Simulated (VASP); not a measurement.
In3GaSb2N2:

```
In Ga Sb N
1.0
     3.80000    0.00000    0.00000
     0.00000    3.80000    0.00000
     0.00000    0.00000   11.57000
In Ga Sb N
3 1 2 2
Direct
  0.50000 0.50000 0.15500
  0.50000 0.50000 0.84500
  0.00000 0.00000 0.50000
  0.00000 0.00000 0.00000
  0.50000 0.00000 0.67000
  0.00000 0.50000 0.33000
  0.00000 0.50000 0.93000
  0.50000 0.00000 0.07000
```

| Quantity | Value |
| --- | --- |
| Program | VASP 6.6.1 |
| Task | relaxation of cell and atoms |
| Functional | PBE |
| Potentials or basis | VASP PAW PBE potentials, release 64 (In_d, Ga_d, Sb_d_GW, N) |
| Cutoff | 700 eV |
| k mesh | 3 × 3 × 1 |
| Occupations | gaussian, width 0.15 eV |
| Spin | no spin polarisation |

At the start: pressure 10.0 GPa; volume 20.88 Å³/atom.

Q: Where does the relaxation end?

A: Over 5 steps the energy falls by 86.1 meV/atom and the volume is 23.70 Å³/atom (+13.5 %); space group P-4m2 (No. 115, to 0.1 Å) before and after.

Step by step:
```
step  energy change (eV)  largest force (eV/Å)  pressure (GPa)  volume (Å³)
   1              0.0000                0.5987           10.02       167.07
   2             -0.5049                0.5668           -3.31       200.69
   3             -0.6348                0.5005           -0.06       188.88
   4             -0.6582                0.4101           -0.02       189.07
   5             -0.6889                0.0674            0.14       189.61
```

Final structure:
```cif
data_structure
_symmetry_space_group_name_H-M 'P 1'
_symmetry_Int_Tables_number 1
_cell_length_a 3.9879
_cell_length_b 3.9879
_cell_length_c 11.9225
_cell_angle_alpha 90.000
_cell_angle_beta 90.000
_cell_angle_gamma 90.000
_cell_volume 189.61
loop_
_atom_site_label
_atom_site_type_symbol
_atom_site_fract_x
_atom_site_fract_y
_atom_site_fract_z
_atom_site_occupancy
In1 In 0.50000 0.50000 0.15512 1
In2 In 0.50000 0.50000 0.84488 1
In3 In 0.00000 0.00000 0.50000 1
Ga1 Ga 0.00000 0.00000 0.00000 1
Sb1 Sb 0.50000 0.00000 0.66159 1
Sb2 Sb 0.00000 0.50000 0.33841 1
N1 N 0.00000 0.50000 0.93288 1
N2 N 0.50000 0.00000 0.06712 1
```

Caveat: the k points lie up to 0.53 Å⁻¹ apart in the final cell; the relaxation stopped at a loose force limit of 0.08 eV/Å, so its end isn't a converged minimum.
